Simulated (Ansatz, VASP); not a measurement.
## GaN: VASP beside Ansatz

The input POSCAR:

```
GaN
1.0
    0.0000000000      2.2535006075      2.2873031166
    2.2535006075      0.0000000000      2.2873031166
    2.2535006075      2.2535006075      0.0000000000
Ga N
1 1
Direct
    0.0000000000      0.0000000000      0.0000000000
    0.7500000000      0.7500000000      0.7500000000
```

INCAR.step1

```
SYSTEM = GaN
PREC = Accurate ; ENCUT = 520
ISMEAR = 0 ; SIGMA = 0.05
LREAL = .False. ; LASPH = .True.
NELM = 100 ; NBANDS = 16
GGA = PE ; ALGO = Normal
EDIFF = 1E-4 ; LWAVE = .True.
LCHARG = .False.
```

File INCAR.step2:

```
SYSTEM = GaN
PREC = Accurate ; ENCUT = 520
EDIFF = 1E-6 ; ISMEAR = 0
SIGMA = 0.05 ; LREAL = .False.
LASPH = .True. ; NELM = 100
ALGO = Normal ; ISIF = 2
LWAVE = .False. ; LCHARG = .True.
METAGGA = R2SCAN ; LMIXTAU = .True.
LELF = .True. ; LVHAR = .True.
NBANDS = 16 ; ISTART = 1
```

KPOINTS

```
Automatic mesh
0
Gamma
  10 10 10
  0 0 0
```

Input for Ansatz:

```yaml
crystal:
  lattice:
    - [0.0, 2.2535006075, 2.2873031166]
    - [2.2535006075, 0.0, 2.2873031166]
    - [2.2535006075, 2.2535006075, 0.0]
  atoms:
    - { symbol: Ga, position: [0.0, 0.0, 0.0] }
    - { symbol: "N", position: [0.75, 0.75, 0.75] }
basis:
  ecutwfc: 500
kpoints:
  mp_grid: { grid: [10, 10, 10] }
hamiltonian:
  xc: r2scan
scf:
  occupations: { method: gaussian, width: 0.05 }
output:
  forces: true
  stress: true
  eigenvalues: true
```

Change from the starting cell: strain +0.0150 x Voigt [0, 0, 1, 0, 0, 0], atoms carried along.

Alike in both runs: task single point; functional r2SCAN; k mesh 10 × 10 × 10; occupations gaussian, width 0.05 eV; no spin polarisation.

```csv
,VASP,Ansatz
version,VASP 6.6.1,Ansatz 0.2.0
potentials or method,"VASP PAW PBE potentials, release 64 (Ga_d, N), cutoff 520 eV","scalar-relativistic, plane waves, PAW"
valence electrons in the cell,18,18
```

VASP gave:

```
gap on the k mesh at the Fermi level (eV)                     : 2.00
least direct gap on the mesh (eV)                             : 2.00
pressure (GPa)                                                : -2.9
traceless stress, the component that is largest in VASP (GPa) : -1.31
```

Task: Which values does Ansatz return?

Result: gap on the k mesh at the Fermi level (eV): 2.00; least direct gap on the mesh (eV): 2.00; pressure (GPa): -4.0; traceless stress, the component that is largest in VASP (GPa): -1.37.

VASP's potentials were made for PBE, not for r2SCAN.
